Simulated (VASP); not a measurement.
# CaSiH6 (Amm2) in VASP: settings compared

The runs below take CaSiH6 through single point, relaxation of cell and atoms, with r2SCAN+rVV10, PBEsol.

Everything below comes from runs of VASP 6.6.1. Logs are shortened: lines on timing, memory, paths and dates and some standing lists are left out, and cuts for length are marked.

### Step 1. The cell of the first run

The structure is orthorhombic, space group Amm2 (No. 38). Conventional cell: a = 3.081 Å, b = 5.754 Å, c = 7.285 Å, α = 90.00°, β = 90.00°, γ = 90.00°. Within 2.7 Å of Ca (site symmetry mm2) lie 10 H at 2.07 to 2.41 Å. Si (site symmetry mm2) has 8 H at 1.56 to 1.99 Å within 2.1 Å. H (site symmetry m) has 1 Si at 1.56 Å and 2 H at 1.93 Å within 2.1 Å. Within 2.7 Å of H (site symmetry mm2) lie 2 Ca at 2.07 Å and 10 H at 2.33 to 2.56 Å. Within 2.7 Å of H (site symmetry m) lie 2 Si at 1.99 Å and 9 H at 2.04 to 2.64 Å and 2 Ca at 2.33 to 2.41 Å. Within 2.4 Å of H (site symmetry mm2) lie 2 Si at 1.84 Å and 6 H at 1.93 to 2.04 Å.

### Step 2. Single point, r2SCAN+rVV10

The input, POSCAR:

```
CaSiH6
1.0
    3.0806967817      0.0000000000      0.0000000000
    0.0000000000      2.8769782507      3.6424676113
    0.0000000000     -2.8769782507      3.6424676113
Ca Si H
1 1 6
Direct
    0.5000000000      0.5779614137      0.5779614137
    0.0000000000      0.9693219921      0.9693219921
    0.0000000000      0.9084234292      0.3150951005
    0.0000000000      0.3150951005      0.9084234292
    0.0000000000      0.3885282258      0.3885282258
    0.5000000000      0.6888338809      0.0436310987
    0.5000000000      0.0436310987      0.6888338809
    0.5000000000      0.1082058590      0.1082058590
```

The input, INCAR.step1:

```
SYSTEM = CaSiH6
ALGO = Normal
EDIFF = 1E-4
ENCUT = 520
GGA = PE
ISMEAR = -1
LASPH = .TRUE.
LCHARG = .FALSE.
LREAL = .FALSE.
LWAVE = .TRUE.
NBANDS = 20
NELM = 60
PREC = Accurate
SIGMA = 0.03
```

The input, INCAR.step2:

```
SYSTEM = CaSiH6
ALGO = Normal
BPARAM = 11.95
CPARAM = 0.0093
EDIFF = 1E-6
ENCUT = 520
ISIF = 2
ISMEAR = -1
ISTART = 1
IVDW_NL = 2
LASPH = .TRUE.
LCHARG = .FALSE.
LMIXTAU = .TRUE.
LREAL = .FALSE.
LUSE_VDW = .TRUE.
LWAVE = .FALSE.
METAGGA = R2SCAN
NBANDS = 20
NELM = 60
PREC = Accurate
SIGMA = 0.03
```

The input, KPOINTS:

```
k-points
0
G
  10 6 6
  0 0 0
```

Potentials or basis: VASP PAW PBE potentials, release 64 (Ca_sv, Si, H).

On the command line:

```bash
$ cat potpaw_PBE.64/Ca_sv/POTCAR potpaw_PBE.64/Si/POTCAR potpaw_PBE.64/H/POTCAR > POTCAR
$ cp INCAR.step1 INCAR
$ mpirun -np 1 vasp_std > vasp.out
$ cp INCAR.step2 INCAR
$ mpirun -np 1 vasp_std > vasp.out
```

OUTCAR:

```text
SYSTEM = CaSiH6
   BPARAM = 11.95
   EDIFF = 1E-6
   ENCUT = 520
   ISIF = 2
   ISMEAR = -1
   ISTART = 1
   IVDW_NL = 2
   LASPH = .TRUE.
   LREAL = .FALSE.
   METAGGA = R2SCAN
   NELM = 60
   PREC = Accurate

 ion  position               nearest neighbor table
   1  0.500  0.578  0.578-
   2  0.000  0.969  0.969-   3 1.56   4 1.56   8 1.84   8 1.84   6 1.99   6 1.99   7 1.99   7 1.99

   3  0.000  0.908  0.315-   2 1.56
   4  0.000  0.315  0.908-   2 1.56
   5  0.000  0.389  0.389-
   6  0.500  0.689  0.044-   2 1.99   2 1.99
   7  0.500  0.044  0.689-   2 1.99   2 1.99
   8  0.500  0.108  0.108-   2 1.84   2 1.84

  LATTYP: Found a base centered orthorhombic cell.
 ALAT       =     5.7539565014
 B/A-ratio  =     1.2660740867
 C/A-ratio  =     0.5354049480

  Lattice vectors:

 A1 = (   0.0000000000,   2.8769782507,  -3.6424676113)
 A2 = (   0.0000000000,   2.8769782507,   3.6424676113)
 A3 = (   3.0806967817,   0.0000000000,   0.0000000000)

Analysis of symmetry for initial positions (statically):
=====================================================================
 Subroutine PRICEL returns:
 Original cell was already a primitive cell.

 Routine SETGRP: Setting up the symmetry group for a
 base centered orthorhombic supercell.

 Subroutine GETGRP returns: Found  4 space group operations
 (whereof  4 operations were pure point group operations)
 out of a pool of  8 trial point group operations.

The static configuration has the point symmetry C_2v.

Analysis of symmetry for dynamics (positions and initial velocities):
=====================================================================
 Subroutine PRICEL returns:
 Original cell was already a primitive cell.

 Routine SETGRP: Setting up the symmetry group for a
 base centered orthorhombic supercell.

 Subroutine GETGRP returns: Found  4 space group operations
 (whereof  4 operations were pure point group operations)
 out of a pool of  8 trial point group operations.

The dynamic configuration has the point symmetry C_2v.

 Subroutine INISYM returns: Found  4 space group operations
 (whereof  4 operations are pure point group operations),
 and found     1 'primitive' translations

----------------------------------------------------------------------------------------

                                     Primitive cell

  volume of cell :      64.5671

  direct lattice vectors                    reciprocal lattice vectors
     3.080696782  0.000000000  0.000000000     0.324601891  0.000000000  0.000000000
     0.000000000  2.876978251  3.642467611     0.000000000  0.173793458  0.137269580
     0.000000000 -2.876978251  3.642467611     0.000000000 -0.173793458  0.137269580

  length of vectors
     3.080696782  4.641613314  4.641613314     0.324601891  0.221465807  0.221465807

  position of ions in fractional coordinates (direct lattice)
     0.500000000  0.577961414  0.577961414
     0.000000000  0.969321992  0.969321992
     0.000000000  0.908423429  0.315095101
     0.000000000  0.315095101  0.908423429
     0.000000000  0.388528226  0.388528226
     0.500000000  0.688833881  0.043631099
     0.500000000  0.043631099  0.688833881
     0.500000000  0.108205859  0.108205859

  ion indices of the primitive-cell ions
   primitive index   ion index
                 1           1
                 2           2
                 3           3
                 4           4
                 5           5
                 6           6
                 7           7
                 8           8

----------------------------------------------------------------------------------------

 KPOINTS: k-points

Automatic generation of k-mesh.
 Grid dimensions read from file:
 generate k-points for:   10    6    6

 Generating k-lattice:

  Cartesian coordinates                     Fractional coordinates (reciprocal lattice)
     0.032460189  0.000000000  0.000000000     0.100000000  0.000000000  0.000000000
     0.000000000  0.028965576  0.022878263     0.000000000  0.166666667 -0.000000000
     0.000000000 -0.028965576  0.022878263     0.000000000 -0.000000000  0.166666667

  Length of vectors
     0.032460189  0.036910968  0.036910968

  Shift w.r.t. Gamma in fractional coordinates (k-lattice)
     0.000000000  0.000000000  0.000000000

 Subroutine IBZKPT returns following result:
 ===========================================

 Found     78 irreducible k-points:

 Following reciprocal coordinates:
            Coordinates               Weight
  0.000000  0.000000  0.000000      1.000000
  0.100000  0.000000  0.000000      2.000000
  0.200000  0.000000  0.000000      2.000000
  0.300000  0.000000  0.000000      2.000000
  0.400000  0.000000  0.000000      2.000000
  0.500000  0.000000  0.000000      1.000000
[... 16 lines left out ...]
  0.400000  0.500000  0.000000      4.000000
  0.500000  0.500000  0.000000      2.000000
 [... further k-points ...]
   k-points           NKPTS =     78   k-points in BZ     NKDIM =     78   number of bands    NBANDS=     20
   number of dos      NEDOS =    301   number of ions     NIONS =      8
   total plane-waves  NPLWV =  31104
   dimension x,y,z NGX =    24 NGY =   36 NGZ =   36
   dimension x,y,z NGXF=    48 NGYF=   72 NGZF=   72
   ions per type =               1   1   6
   NGX,Y,Z   is equivalent  to a cutoff of  12.95, 12.89, 12.89 a.u.
   NGXF,Y,Z  is equivalent  to a cutoff of  25.90, 25.79, 25.79 a.u.
 SYSTEM =  CaSiH6
   PREC   = accura    normal or accurate (medium, high low for compatibility)
   ISTART =      1    job   : 0-new  1-cont  2-samecut
   ICHARG =      0    charge: 1-file 2-atom 10-const
   ISPIN  =      1    spin polarized calculation?
   LNONCOLLINEAR =      F non collinear calculations
   LSORBIT =      F    spin-orbit coupling
   LASPH  =      T    aspherical Exc in radial PAW
   ENCUT  =  520.0 eV  38.22 Ry    6.18 a.u.   5.73  8.63  8.63*2*pi/ulx,y,z
   NELM   =     60;   NELMIN=  2; NELMDL=  0     # of ELM steps
   EDIFF  = 0.1E-05   stopping-criterion for ELM
   LREAL  =      F    real-space projection
   EDIFFG = 0.1E-04   stopping-criterion for IOM
   NSW    =      0    number of steps for IOM
   IBRION =     -1    ionic relax: 0-MD 1-quasi-New 2-CG
   NFREE  =      0    steps in history (QN), initial steepest desc. (CG)
   ISIF   =      2    stress and relaxation
   ISYM   =      2    0-nonsym 1-usesym 2-fastsym
   POTIM  = 0.5000    time-step for ionic-motion
   TEBEG  =    0.0;   TEEND  =   0.0 temperature during run
   PSTRESS=    0.0 pullay stress
   NELECT =      20.0000    total number of electrons
   NUPDOWN=      -1.0000    fix difference up-down
   EMIN   =  10.00;   EMAX   =-10.00  energy-range for DOS
   EFERMI =   0.00;   METHOD = LEGACY
   ISMEAR =    -1;   SIGMA  =   0.03  broadening in eV -4-tet -1-fermi 0-gaus
   EFERMI_NEDOS =   21; number of points for ismear=-14 and -15
   IALGO  =     38    algorithm
   IMIX   =      4    mixing-type and parameters
     AMIX     =   0.40;   BMIX     =  1.00
     AMIX_MAG =   1.60;   BMIX_MAG =  1.00
  volume/ion in A,a.u.               =       8.07        54.47
  Fermi-wavevector in a.u.,A,eV,Ry     =   1.107680  2.093212 16.693744  1.226956
  Thomas-Fermi vector in A             =   2.244198
   LORBIT       =      0    0 simple, 1 ext, 2 COOP (PROOUT), +10 PAW based schemes
   METAGGA = R2SCAN    functional components
   LHFCALC =     F    Hartree Fock is set to
   AEXX    =    0.0000 exact exchange contribution
   IVDW_NL    =     2    kernel type
   BPARAM     =11.9500
   IVDW    =     0    specifies the selected vdW correction
   LEPSILON=     F    determine dielectric tensor
   LRPA    =     F    only Hartree local field effects (RPA)
 non-spin polarized calculation
  energy-cutoff  :      520.00
  volume of cell :       64.57
 maximum number of plane-waves:      1773
 NGX is ok and might be reduce to    24
   NGX = 11   NGY = 17   NGZ = 17

 number of electron      20.0000005 magnetization

 Free energy of the ion-electron system (eV)
  ---------------------------------------------------
  ext. energy  EPLUGINS =         0.00000000
  ---------------------------------------------------
  free energy    TOTEN  =       -33.70781017 eV

  energy without entropy =      -33.70446753  energy(sigma->0) =      -33.70613885

 E-fermi :   2.5753     XC(G=0): -10.1818

 val. band max:        2.5568093673   @ k =   0.5000  -0.1667   0.1667
 cond. band min:       2.5759466865   @ k =   0.1000   0.1667  -0.0000
 fundamental gap:      0.0191373193
 Fermi energy:         2.5753096314

 k-point     1 :       0.0000    0.0000    0.0000
  band No.  band energies     occupation
      1     -38.4418      2.00000
      2     -18.7149      2.00000
      3     -18.5894      2.00000
      4     -18.3268      2.00000
      5      -9.4157      2.00000
      6      -2.7040      2.00000
[... 12 lines left out ...]
     19      13.0116      0.00000
     20      13.6276      0.00000

 k-point     2 :       0.1000    0.0000    0.0000
  band No.  band energies     occupation
      1     -38.4333      2.00000
      2     -18.7038      2.00000
      3     -18.5787      2.00000
      4     -18.4039      2.00000
      5      -9.2538      2.00000
      6      -2.6268      2.00000
[... 12 lines left out ...]
     19      11.6891      0.00000
     20      13.4379      0.00000
[... 465 lines left out ...]
      3     -18.6220      2.00000
      4     -18.4973      2.00000
      5      -6.6165      2.00000
      6      -3.8552      2.00000
[... 12 lines left out ...]
     19      12.4027      0.00000
     20      12.9113      0.00000

 k-point    24 :       0.5000    0.5000    0.0000
  band No.  band energies     occupation
      1     -38.3507      2.00000
      2     -19.0869      2.00000
      3     -18.6094      2.00000
      4     -18.4857      2.00000
      5      -5.6958      2.00000
      6      -4.9227      2.00000
[... 12 lines left out ...]
     19      12.2543      0.00000
     20      13.1313      0.00000

 [... further k-points ...]

------------------------ aborting loop because EDIFF is reached ----------------------------------------

  FORCE on cell =-STRESS in cart. coord.  units (eV):
  Direction    XX          YY          ZZ          XY          YZ          ZX
  --------------------------------------------------------------------------------------
  -------------------------------------------------------------------------------------
  Total       -0.1171758     -0.0390659      0.1911268      0.0000000      0.0000000      0.0000000
  in kB       -2.9076179     -0.9693880      4.7426475      0.0000000      0.0000000      0.0000000
  external PRESSURE =       0.2885472 kB  Pullay stress =       0.0000000 kB

 VOLUME and BASIS-vectors are now :
 -----------------------------------------------------------------------------
  energy-cutoff  :      520.00
  volume of cell :       64.57
      direct lattice vectors                 reciprocal lattice vectors
     3.080696782  0.000000000  0.000000000     0.324601891  0.000000000  0.000000000
     0.000000000  2.876978251  3.642467611     0.000000000  0.173793458  0.137269580
     0.000000000 -2.876978251  3.642467611     0.000000000 -0.173793458  0.137269580

 POSITION                                       TOTAL-FORCE (eV/Angst)
 -----------------------------------------------------------------------------------
      1.54035      0.00000      4.21041         0.000000      0.000000     -0.005043
      0.00000      0.00000      7.06145         0.000000      0.000000      0.020465
      0.00000      1.70699      4.45663         0.000000      0.073937     -0.000423
      0.00000     -1.70699      4.45663         0.000000     -0.073937     -0.000423
      0.00000      0.00000      2.83040         0.000000      0.000000      0.003031
      1.54035      1.85623      2.66798         0.000000      0.008558      0.008041
      1.54035     -1.85623      2.66798         0.000000     -0.008558      0.008041
      1.54035      0.00000      0.78827         0.000000      0.000000     -0.033689
 -----------------------------------------------------------------------------------
    total drift:                                0.000000     -0.000000     -0.003239

  FREE ENERGIE OF THE ION-ELECTRON SYSTEM (eV)
  ---------------------------------------------------
  free  energy   TOTEN  =       -33.7078101709 eV

  energy  without entropy=      -33.7044675341  energy(sigma->0) =      -33.70613885
```

Wall time 12 min (1 thread of Oxide Virtual Turin-like, shared host); peak memory 0.33 GiB.

What came out:

| Property | Result |
| --- | --- |
| Free energy | -33.7078 eV |
| Pressure | 0.0 GPa |
| Largest force | 0.074 eV/Å |
| Band gap on the k mesh | zero (bands 10 and 11 overlap by 2.48 eV) |

Forces on the atoms (eV/Å):
```
Ca   0.000  0.000 -0.005
Si   0.000  0.000  0.020
H    0.000  0.074  0.000
H    0.000 -0.074  0.000
H    0.000  0.000  0.003
H    0.000  0.009  0.008
H    0.000 -0.009  0.008
H    0.000  0.000 -0.034
```

Caveat: the PAW data sets were made with another functional, which shifts forces and pressure a little.

[end of part 1 of 2]

The gap in the log of VASP goes by the Fermi energy; the results here count the filled bands.